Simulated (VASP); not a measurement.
# Zn3In2Au3 (P1) in VASP: further runs

The runs below take Zn3In2Au3 through single point, with PBEsol.

All numbers are computed with VASP 6.6.1; they aren't measurements. Logs are shortened: lines on timing, memory, paths and dates and some standing lists are left out, and cuts for length are marked.

## 1. The cell of the first run

The typed cell holds 16 atoms: a = 5.871 Å, b = 6.913 Å, c = 6.893 Å, α = 90.27°, β = 88.74°, γ = 90.20°.

## 2. Single point, PBEsol

File INCAR:

```
PREC = Accurate ; ENCUT = 520
EDIFF = 1E-7 ; ISMEAR = 0
SIGMA = 0.1 ; LREAL = Auto
LASPH = T ; NELM = 80
ALGO = Normal ; ISIF = 2
LWAVE = F ; LCHARG = F
GGA = PS ; NBANDS = 109
ISYM = 0
```

File KPOINTS:

```
Automatic mesh
0
Gamma
  2 2 2
  0.5 0.5 0.5
```

File POSCAR:

```
Zn3In2Au3
1.0
    5.8706367315     -0.0108098705      0.0698531149
   -0.0108098705      6.9128726969     -0.0164563025
    0.0698531149     -0.0164563025      6.8930330222
Zn In Au
6 4 6
Direct
   -0.0086183268      0.0553462425      0.4577645628
    0.4906140494      0.0403729450      0.4515456051
    0.7660520843      0.2727356646      0.2077001232
    0.0049659891      0.4499744506      0.5247348960
    0.7923208748      0.7017249590      0.2604908311
    0.2540347453      0.8152956535      0.7325532872
    0.4685425125      0.5495373847      1.0016935800
    0.4988054762      0.4569792651      0.5004955919
    0.7545254652      0.2057420333      0.8028495948
    0.7463995282      0.7865440220      0.6971564149
    0.0182283201      0.9486673857      0.0388841671
    0.5189920398      0.9570225338      0.0834720149
   -0.0081555916      0.5363930324     -0.0759156362
    0.2174315492      0.2800314912      0.2089729597
    0.2232266754      0.7413074544      0.3540365089
    0.2630001809      0.2019137844      0.7610275565
```

Potentials or basis: VASP PAW PBE potentials, release 64 (Zn, In_d, Au).

The run is started by

```bash
> cat potpaw_PBE.64/Zn/POTCAR potpaw_PBE.64/In_d/POTCAR potpaw_PBE.64/Au/POTCAR > POTCAR
> mpirun -np 1 vasp_std > vasp.out
```

OUTCAR:

```text
PREC = Accurate
   ENCUT = 520
   EDIFF = 1E-7
   ISMEAR = 0
   LREAL = Auto
   LASPH = T
   NELM = 80
   ISIF = 2
   GGA = PS
   ISYM = 0

 ion  position               nearest neighbor table
   1  0.991  0.055  0.458-  14 2.65  15 2.65   3 2.67   4 2.77  16 2.84  10 2.86   9 2.92   2 2.93
                             2 2.94  11 2.98   6 2.98   5 3.03
   2  0.491  0.040  0.452-  12 2.60  15 2.68  16 2.73   3 2.81   6 2.83  14 2.88  10 2.89   8 2.90
                             1 2.93   1 2.94   9 3.11
   3  0.766  0.273  0.208-  14 2.65   1 2.67  12 2.76   2 2.81   9 2.83   8 2.83   4 2.89  11 2.91
                            13 2.97   7 2.98   5 2.99  14 3.22
   4  0.005  0.450  0.525-  15 2.65  14 2.75   1 2.77  13 2.81  16 2.84   5 2.84   3 2.89   8 2.90
                             9 2.93   8 2.98  10 3.01
   5  0.792  0.702  0.260-  11 2.63  15 2.64  12 2.70  13 2.81   7 2.83   4 2.84   8 2.91   3 2.99
                             1 3.03  10 3.07
   6  0.254  0.815  0.733-  11 2.66  15 2.67  16 2.68  13 2.78   2 2.83  10 2.90   7 2.92   1 2.98
                            10 3.00  12 3.06   8 3.26
   7  0.469  0.550  0.002-  14 2.76   5 2.83  13 2.86  12 2.89   6 2.92   3 2.98  15 3.09  10 3.10
                            13 3.11  16 3.16   9 3.20   8 3.51   8 3.51
   8  0.499  0.457  0.500-  15 2.76   3 2.83  16 2.86  14 2.89   2 2.90   4 2.90   5 2.91   4 2.98
                            10 3.03   9 3.13   6 3.26   7 3.51   7 3.51
   9  0.755  0.206  0.803-  13 2.81   3 2.83  11 2.89  16 2.91  12 2.92   1 2.92   4 2.93  10 2.99
                            16 2.99   2 3.11   8 3.13   7 3.20
  10  0.746  0.787  0.697-  13 2.77   1 2.86   2 2.89   6 2.90   9 2.99   6 3.00   4 3.01   8 3.03
                             5 3.07  11 3.08   7 3.10  12 3.18  15 3.64
  11  0.018  0.949  0.039-   5 2.63   6 2.66  14 2.83   9 2.89  15 2.89   3 2.91  12 2.94  16 2.95
                            13 2.96  12 2.96   1 2.98  10 3.08
  12  0.519  0.957  0.083-   2 2.60   5 2.70   3 2.76   7 2.89   9 2.92  15 2.93  11 2.94  11 2.96
                            14 2.97   6 3.06  10 3.18  16 3.20
  13  0.992  0.536  0.924-  10 2.77   6 2.78   9 2.81   4 2.81   5 2.81   7 2.86  11 2.96   3 2.97
                            14 2.99  16 3.01   7 3.11  15 3.57
  14  0.217  0.280  0.209-   3 2.65   1 2.65   4 2.75   7 2.76  11 2.83   2 2.88   8 2.89  12 2.97
                            13 2.99  16 3.14   3 3.22  15 3.34
  15  0.223  0.741  0.354-   5 2.64   4 2.65   1 2.65   6 2.67   2 2.68   8 2.76  11 2.89  12 2.93
                             7 3.09  14 3.34  13 3.57  10 3.64
  16  0.263  0.202  0.761-   6 2.68   2 2.73   4 2.84   1 2.84   8 2.86   9 2.91  11 2.95   9 2.99
                            13 3.01  14 3.14   7 3.16  12 3.20

IMPORTANT INFORMATION: All symmetrisations will be switched off!
NOSYMM: (Re-)initialisation of all symmetry stuff for point group C_1.

----------------------------------------------------------------------------------------

                                     Primitive cell

  volume of cell :     279.7036

  direct lattice vectors                    reciprocal lattice vectors
     5.870636732 -0.010809871  0.069853115     0.170360292  0.000262289 -0.001725783
    -0.010809871  6.912872697 -0.016456302     0.000262289  0.144658888  0.000342698
     0.069853115 -0.016456302  6.893033022    -0.001725783  0.000342698  0.145092325

  length of vectors
     5.871062250  6.912900736  6.893406597     0.170369235  0.144659531  0.145102993

  position of ions in fractional coordinates (direct lattice)
     0.991381673  0.055346243  0.457764563
     0.490614049  0.040372945  0.451545605
     0.766052084  0.272735665  0.207700123
     0.004965989  0.449974451  0.524734896
     0.792320875  0.701724959  0.260490831
     0.254034745  0.815295654  0.732553287
[... 8 lines left out ...]
     0.223226675  0.741307454  0.354036509
     0.263000181  0.201913784  0.761027556

  ion indices of the primitive-cell ions
   primitive index   ion index
                 1           1
                 2           2
                 3           3
                 4           4
                 5           5
                 6           6
[... 8 lines left out ...]
                15          15
                16          16

----------------------------------------------------------------------------------------

 KPOINTS: Automatic mesh

Automatic generation of k-mesh.
 Grid dimensions read from file:
 generate k-points for:    2    2    2

 Generating k-lattice:

  Cartesian coordinates                     Fractional coordinates (reciprocal lattice)
     0.085180146  0.000131145 -0.000862892     0.500000000  0.000000000  0.000000000
     0.000131145  0.072329444  0.000171349     0.000000000  0.500000000  0.000000000
    -0.000862892  0.000171349  0.072546163    -0.000000000  0.000000000  0.500000000

  Length of vectors
     0.085184617  0.072329766  0.072551497

  Shift w.r.t. Gamma in fractional coordinates (k-lattice)
     0.500000000  0.500000000  0.500000000

 Subroutine IBZKPT returns following result:
 ===========================================

 Found      4 irreducible k-points:

 Following reciprocal coordinates:
            Coordinates               Weight
  0.250000  0.250000  0.250000      2.000000
 -0.250000  0.250000  0.250000      2.000000
  0.250000 -0.250000  0.250000      2.000000
 -0.250000 -0.250000  0.250000      2.000000
   k-points           NKPTS =      4   k-points in BZ     NKDIM =      4   number of bands    NBANDS=    109
   number of dos      NEDOS =    301   number of ions     NIONS =     16
   total plane-waves  NPLWV = 139968
   dimension x,y,z NGX =    48 NGY =   54 NGZ =   54
   dimension x,y,z NGXF=    96 NGYF=  108 NGZF=  108
   ions per type =               6   4   6
   NGX,Y,Z   is equivalent  to a cutoff of  13.59, 12.99, 13.02 a.u.
   NGXF,Y,Z  is equivalent  to a cutoff of  27.18, 25.97, 26.05 a.u.
 SYSTEM =  unknown system
   PREC   = accura    normal or accurate (medium, high low for compatibility)
   ISTART =      0    job   : 0-new  1-cont  2-samecut
   ICHARG =      2    charge: 1-file 2-atom 10-const
   ISPIN  =      1    spin polarized calculation?
   LNONCOLLINEAR =      F non collinear calculations
   LSORBIT =      F    spin-orbit coupling
   LASPH  =      T    aspherical Exc in radial PAW
   ENCUT  =  520.0 eV  38.22 Ry    6.18 a.u.  10.92 12.85 12.82*2*pi/ulx,y,z
   NELM   =     80;   NELMIN=  2; NELMDL= -5     # of ELM steps
   EDIFF  = 0.1E-06   stopping-criterion for ELM
   LREAL  =      T    real-space projection
   EDIFFG = 0.1E-05   stopping-criterion for IOM
   NSW    =      0    number of steps for IOM
   IBRION =     -1    ionic relax: 0-MD 1-quasi-New 2-CG
   NFREE  =      0    steps in history (QN), initial steepest desc. (CG)
   ISIF   =      2    stress and relaxation
   ISYM   =      0    0-nonsym 1-usesym 2-fastsym
   POTIM  = 0.5000    time-step for ionic-motion
   TEBEG  =    0.0;   TEEND  =   0.0 temperature during run
   PSTRESS=    0.0 pullay stress
   NELECT =     190.0000    total number of electrons
   NUPDOWN=      -1.0000    fix difference up-down
   EMIN   =  10.00;   EMAX   =-10.00  energy-range for DOS
   EFERMI =   0.00;   METHOD = LEGACY
   ISMEAR =     0;   SIGMA  =   0.10  broadening in eV -4-tet -1-fermi 0-gaus
   EFERMI_NEDOS =   21; number of points for ismear=-14 and -15
   IALGO  =     38    algorithm
   IMIX   =      4    mixing-type and parameters
     AMIX     =   0.40;   BMIX     =  1.00
     AMIX_MAG =   1.60;   BMIX_MAG =  1.00
  volume/ion in A,a.u.               =      17.48       117.97
  Fermi-wavevector in a.u.,A,eV,Ry     =   1.439108  2.719519 28.178093  2.071031
  Thomas-Fermi vector in A             =   2.558000
   LORBIT       =      0    0 simple, 1 ext, 2 COOP (PROOUT), +10 PAW based schemes
   GGA     = PS    functional components
   LHFCALC =     F    Hartree Fock is set to
   AEXX    =    0.0000 exact exchange contribution
   IVDW    =     0    specifies the selected vdW correction
   LEPSILON=     F    determine dielectric tensor
   LRPA    =     F    only Hartree local field effects (RPA)
 non-spin polarized calculation
 Gauss-broadening in eV      SIGMA  =   0.10
  energy-cutoff  :      520.00
  volume of cell :      279.70
 maximum number of plane-waves:      7538
 NGX is ok and might be reduce to    48
   NGX = 21   NGY = 25   NGZ = 25

 number of electron     190.0000011 magnetization

 Free energy of the ion-electron system (eV)
  ---------------------------------------------------
  ext. energy  EPLUGINS =         0.00000000
  ---------------------------------------------------
  free energy    TOTEN  =       -46.68577766 eV

  energy without entropy =      -46.68577765  energy(sigma->0) =      -46.68577766

 E-fermi :   7.6308     XC(G=0): -12.0275

 val. band max:        7.2168792170   @ k =   0.2500  -0.2500   0.2500
 cond. band min:       8.0510942674   @ k =   0.2500  -0.2500   0.2500
 fundamental gap:      0.8342150503
 Fermi energy:         7.6307951136

 k-point     1 :       0.2500    0.2500    0.2500
  band No.  band energies     occupation
      1      -7.4997      2.00000
      2      -7.4297      2.00000
      3      -7.4166      2.00000
      4      -7.3370      2.00000
      5      -7.3274      2.00000
      6      -7.3173      2.00000
[... 99 lines left out ...]
    106      11.3425      0.00000
    107      11.4048      0.00000

 k-point     2 :      -0.2500    0.2500    0.2500
  band No.  band energies     occupation
      1      -7.4996      2.00000
      2      -7.4287      2.00000
      3      -7.4165      2.00000
      4      -7.3396      2.00000
      5      -7.3242      2.00000
      6      -7.3172      2.00000
[... 99 lines left out ...]
    106      11.2781      0.00000
    107      11.7565      0.00000

 k-point     3 :       0.2500   -0.2500    0.2500
  band No.  band energies     occupation
      1      -7.5005      2.00000
      2      -7.4333      2.00000
      3      -7.4058      2.00000
      4      -7.3557      2.00000
      5      -7.3241      2.00000
      6      -7.3129      2.00000
[... 99 lines left out ...]
    106      11.3081      0.00000
    107      11.4580      0.00000

 k-point     4 :      -0.2500   -0.2500    0.2500
  band No.  band energies     occupation
      1      -7.5003      2.00000
      2      -7.4339      2.00000
      3      -7.4059      2.00000
      4      -7.3528      2.00000
      5      -7.3241      2.00000
      6      -7.3120      2.00000
[... 99 lines left out ...]
    106      11.3134      0.00000
    107      11.4110      0.00000
 [bands above 107 left out]

------------------------ aborting loop because EDIFF is reached ----------------------------------------

  FORCE on cell =-STRESS in cart. coord.  units (eV):
  Direction    XX          YY          ZZ          XY          YZ          ZX
  --------------------------------------------------------------------------------------
  -------------------------------------------------------------------------------------
  Total        0.1895654      0.1953631      0.2028779      0.0246299      0.0234427     -0.0730583
  in kB        1.0858542      1.1190642      1.1621098      0.1410830      0.1342829     -0.4184868
  external PRESSURE =       1.1223427 kB  Pullay stress =       0.0000000 kB

 VOLUME and BASIS-vectors are now :
 -----------------------------------------------------------------------------
  energy-cutoff  :      520.00
  volume of cell :      279.70
      direct lattice vectors                 reciprocal lattice vectors
     5.870636732 -0.010809871  0.069853115     0.170360292  0.000262289 -0.001725783
    -0.010809871  6.912872697 -0.016456302     0.000262289  0.144658888  0.000342698
     0.069853115 -0.016456302  6.893033022    -0.001725783  0.000342698  0.145092325

 POSITION                                       TOTAL-FORCE (eV/Angst)
 -----------------------------------------------------------------------------------
      5.85142      0.36435      3.22373         0.017237     -0.023954      0.011018
      2.91132      0.26636      3.14613        -0.026495     -0.014436      0.039884
      4.50877      1.87369      1.48071        -0.008031      0.015940     -0.014273
      0.06094      3.10193      3.60996        -0.002743      0.014705     -0.016481
      4.66204      4.83808      1.83937        -0.013949     -0.006932     -0.002849
      1.53370      5.62123      5.05384         0.012228      0.019437     -0.009933
[... 8 lines left out ...]
      1.32720      5.11632      2.44378         0.015797      0.027046     -0.010862
      1.59496      1.38044      5.26084         0.001772     -0.013662      0.009209
 -----------------------------------------------------------------------------------
    total drift:                                0.031596      0.011972     -0.007090

  FREE ENERGIE OF THE ION-ELECTRON SYSTEM (eV)
  ---------------------------------------------------
  free  energy   TOTEN  =       -46.6857776556 eV

  energy  without entropy=      -46.6857776545  energy(sigma->0) =      -46.68577766
```

Run time: 5.2 min. Hardware: 1 thread of Intel Xeon Platinum 8488C (Sapphire Rapids), shared host; peak memory 0.39 GiB.

Results:

| Quantity | Value |
| --- | --- |
| Free energy | -46.6858 eV |
| Pressure | 0.1 GPa |
| Largest force | 0.053 eV/Å |
| Band gap on the k mesh | 0.83 eV |

Forces in eV/Å, atoms in the order of the input:
```
Zn   0.017 -0.024  0.011
Zn  -0.026 -0.014  0.040
Zn  -0.008  0.016 -0.014
Zn  -0.003  0.015 -0.016
Zn  -0.014 -0.007 -0.003
Zn   0.012  0.019 -0.010
In  -0.013  0.006  0.001
In  -0.007  0.000  0.011
In  -0.012  0.012 -0.013
In   0.014 -0.035  0.015
Au   0.006 -0.003  0.018
Au  -0.019 -0.005 -0.049
Au   0.006 -0.001  0.025
Au   0.030  0.007 -0.014
Au   0.016  0.027 -0.011
Au   0.002 -0.014  0.009
```

Levels at points of the mesh, in eV from the valence-band top:
| k point | band 93 | band 94 | band 95 | band 96 | band 97 | band 98 |
| --- | --- | --- | --- | --- | --- | --- |
| (0.25, 0.25, 0.25) | -0.83 | -0.55 | -0.19 | 0.84 | 1.11 | 1.39 |

Caveat: the PAW data sets were made with another functional, which shifts forces and pressure a little; spin-orbit coupling is left out, which moves the levels of the heavy elements; a shifted mesh leaves out Γ, where band edges can lie. A k mesh can miss the band edges.

## 3. Single point, PBEsol

This run uses another cell than the first one, of 18.03 Å³/atom.

File INCAR:

```
SYSTEM = Zn3In2Au3
PREC = Accurate
ENCUT = 520
EDIFF = 1E-7
ISMEAR = 0
SIGMA = 0.1
LREAL = Auto
LASPH = .TRUE.
NELM = 60
ALGO = Fast
ISIF = 2
LWAVE = .FALSE.
LCHARG = .FALSE.
GGA = PS
NBANDS = 109
ISYM = 0
```

File KPOINTS:

```
regular mesh
0
G
  3 3 3
  0 0 0
```

File POSCAR:

```
Zn3In2Au3
1.0
    6.6159400511     -0.3439791135     -0.2514000631
   -0.3973815227      6.6564953459      0.3632390021
   -0.2913651346      0.3650713454      6.5994024749
Zn In Au
6 4 6
Direct
    0.0778453701     -0.0173150159      0.0403330761
    0.5241777755      0.0504037744      0.0666360713
    0.5107318544      0.4523889250      0.9709239976
    0.4375030385      0.9548123514      0.4539612635
    0.4906105825      0.5519583127      0.5426328183
    0.7161688668      0.2401424725      0.7377735106
    0.9850581463      0.4468326048      0.9829893662
   -0.0410322827      1.0093990996      0.4599514225
    0.0390179030      0.5154213805      0.4954241418
    0.6985175179      0.8212610144      0.7947842589
    0.2554816838      0.2637339344      0.2607225764
    0.6827195134      0.3040337262      0.3404157724
    0.3298639087      0.6941048614      0.1834269883
    0.3110632920      0.2047931728      0.7208583194
    0.7724733213      0.7291439326      0.2084653563
    0.2106982511      0.7833865954      0.7628236293
```

Potentials or basis: VASP PAW PBE potentials, release 64 (Zn, In_d, Au).

The run is started by

```bash
> cat potpaw_PBE.64/Zn/POTCAR potpaw_PBE.64/In_d/POTCAR potpaw_PBE.64/Au/POTCAR > POTCAR
> mpirun -np 1 vasp_std > vasp.out
```

Wall time 12 min (1 thread of Intel Xeon Platinum 8488C (Sapphire Rapids), shared host); peak memory 0.52 GiB.

The run converged. Its results:

```yaml
Free_energy: -47.1293 eV
Pressure: -0.1 GPa
Largest_force: 0.041 eV/Å
Band_gap_on_the_k_mesh: zero (bands 95 and 96 overlap by 1.53 eV)
```

Forces on the atoms (eV/Å):
```
Zn   0.013 -0.011 -0.007
Zn   0.006 -0.009 -0.009
Zn  -0.014 -0.004 -0.005
Zn  -0.011 -0.006  0.013
Zn  -0.020 -0.003  0.006
Zn   0.017  0.015  0.000
In   0.033  0.021 -0.009
In   0.017 -0.012  0.008
In   0.006  0.001  0.019
In   0.018  0.002 -0.015
Au  -0.011  0.007  0.020
Au   0.006  0.003 -0.004
Au  -0.014  0.005 -0.017
Au  -0.021 -0.016 -0.007
Au  -0.004  0.012  0.003
Au  -0.021 -0.007  0.003
```

Stress tensor (GPa, compression positive):
```
-0.02  0.00 -0.07
 0.00 -0.10 -0.03
-0.07 -0.03 -0.06
```

Levels at points of the mesh, in eV from the Fermi level:
```
           k point  band 91  band 92  band 93  band 94  band 95  band 96  band 97  band 98  band 99  band 100
(0.00, 0.00, 0.00)    -2.01    -1.77    -1.63    -1.49    -0.92    -0.86     0.02     0.20     0.62      1.05
```

Caveat: the PAW data sets were made with another functional, which shifts forces and pressure a little; spin-orbit coupling is left out, which moves the levels of the heavy elements.
